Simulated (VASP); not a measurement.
**Bi2Te3: single point with PBE**

Crystal: Bi2Te3.

```
CELL_PARAMETERS angstrom
2.20850 1.27508 9.94667
-2.20850 1.27508 9.94667
0.00000 -2.55016 9.94667
ATOMIC_POSITIONS crystal
Bi 0.81200 0.81200 0.81200
Bi 0.40200 0.40200 0.40200
Te 0.61100 0.61100 0.61100
Te 0.20000 0.20000 0.20000
Te 0.00000 0.00000 0.00000
```

```
Program                : VASP 6.6.1
Task                   : single point
Functional             : PBE
Potentials or basis    : VASP PAW PBE potentials, release 64 (Bi_d, Te)
Cutoff                 : 520 eV
k mesh                 : 12 × 12 × 12
Occupations            : fermi-dirac, width 0.05 eV
Spin                   : no spin polarisation
Dipole correction      : no
Further INCAR settings : ALGO = Normal; EDIFF = 1e-06; NBANDS = 32
```

| Quantity | Value |
| --- | --- |
| Pressure | 1.6 GPa |
| Largest force | 1.216 eV/Å |
| Band gap on the k mesh | zero (bands 24 and 25 overlap by 0.10 eV) |

Forces on the atoms (eV/Å):
```
Bi   0.000  0.000 -0.913
Bi   0.000  0.000 -0.431
Te   0.000  0.000 -0.726
Te   0.000  0.000  0.854
Te   0.000  0.000  1.216
```

Stress tensor (GPa, compression positive):
```
1.86 0.00 0.00
0.00 1.86 0.00
0.00 0.00 1.16
```

Levels at points of the mesh, in eV from the Fermi level:
```tsv
k point	band 22	band 23	band 24	band 25	band 26	band 27
(0.00, 0.00, 0.00)	-0.47	-0.46	-0.46	-0.07	0.28	0.28
(0.50, 0.00, 0.00)	-2.19	-0.31	-0.25	-0.13	0.45	2.51
(0.50, 0.50, 0.00)	-1.83	-1.07	-0.49	0.35	1.12	1.75
(0.50, 0.50, 0.50)	-0.88	-0.70	-0.70	0.42	0.86	0.86
```

It took 110 min on 1 thread of Intel Xeon 8259CL, on a shared host, peak memory 1.5 GiB.

Caveat: spin-orbit coupling is left out, which moves the levels of the heavy elements; forces of over 1 eV/Å act on the atoms, so gaps and moduli don't describe the material at rest.
